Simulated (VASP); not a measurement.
Here is a VASP 6.6.1 calculation.

INCAR

```
SYSTEM = C
PREC = Accurate
ENCUT = 520
EDIFF = 1E-7
ISMEAR = 0
SIGMA = 0.2
LREAL = .False.
LASPH = .True.
NELM = 60
ALGO = Normal
ISIF = 2
LWAVE = .False.
LCHARG = .True.
GGA = PE
LELF = .True.
LVHAR = .True.
NBANDS = 16
```

KPOINTS

```
Automatic mesh
0
Gamma
  18 18 6
  0 0 0
```

POSCAR

```
C
1.0
    1.2280479700     -2.1270618200      0.0000000000
    1.2280479700      2.1270618200      0.0000000000
    0.0000000000      0.0000000000      7.1732677600
C
4
Direct
    0.0833794600      0.9166205400      0.7531376000
    0.5833794600      0.4166205400      0.2468624000
    0.9166205400      0.0833794600      0.2468624000
    0.4166205400      0.5833794600      0.7531376000
```

Potentials or basis: VASP PAW PBE potentials, release 64 (C).

Command:

```bash
$ cat potpaw_PBE.64/C/POTCAR > POTCAR
$ mpirun -np 1 vasp_std > vasp.out
```

**Question.** Predict the pressure.

**Answer.** 4.2 GPa.

**Question.** Estimate the largest force.

**Answer.** 0.025 eV/Å.

Stress tensor (GPa, compression positive):
```
5.52 0.00 0.00
0.00 5.38 0.00
0.00 0.00 1.62
```

Caveat: the cell stands under pressure; this functional lacks dispersion, which binds layers or chains, so the pressure and a relaxed spacing across them are unreliable.
